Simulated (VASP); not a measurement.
# SrTiO3: single point with r2SCAN

SrTiO3:

```xyz
5
Lattice="3.8456 0.0000 0.0000 0.0000 3.8456 0.0000 0.0000 0.0000 3.8456" Properties=species:S:1:pos:R:3 pbc="T T T"
Sr    1.9228    1.9228    1.9228
Ti    0.0000    0.0000    0.0000
O     1.9228    0.0000    0.0000
O     0.0000    1.9228    0.0000
O     0.0000    0.0000    1.9228
```

| Item | Value |
| --- | --- |
| Program | VASP 6.6.1 |
| Task | single point |
| Functional | r2SCAN |
| Potentials or basis | VASP PAW PBE potentials, release 64 (Sr_sv, Ti_sv, O) |
| Cutoff | 660 eV |
| k mesh | 6 × 6 × 6 |
| Occupations | gaussian, width 0.01 eV |
| Spin | no spin polarisation |

```
Pressure               : 10.8 GPa
Band gap on the k mesh : 2.38 eV (least direct gap 2.73 eV)
```

Levels at points of the mesh, in eV from the valence-band top:
| k point | band 16 | band 17 | band 18 | band 19 | band 20 | band 21 | band 22 | band 23 | band 24 | band 25 |
| --- | --- | --- | --- | --- | --- | --- | --- | --- | --- | --- |
| (0.00, 0.00, 0.00) | -1.29 | -1.29 | -0.35 | -0.35 | -0.35 | 2.38 | 2.38 | 2.38 | 4.95 | 4.95 |
| (0.50, 0.00, 0.00) | -2.48 | -2.48 | -2.15 | -0.76 | -0.76 | 2.56 | 4.44 | 4.44 | 4.98 | 7.45 |
| (0.50, 0.50, 0.00) | -3.04 | -1.75 | -1.65 | -1.65 | -0.10 | 4.45 | 4.45 | 4.96 | 6.09 | 8.81 |
| (0.50, 0.50, 0.50) | -3.93 | -3.93 | 0.00 | 0.00 | 0.00 | 5.21 | 5.21 | 5.21 | 7.83 | 7.83 |

Wall time 2.8 min on 1 thread of Intel Xeon 8259CL, with other jobs on the host, peak memory 0.22 GiB.

Caveat: the cell stands under pressure; the PAW data sets were made with another functional, which shifts forces and pressure a little. r2SCAN opens gaps a little over a GGA but as a rule still falls short of measured ones.
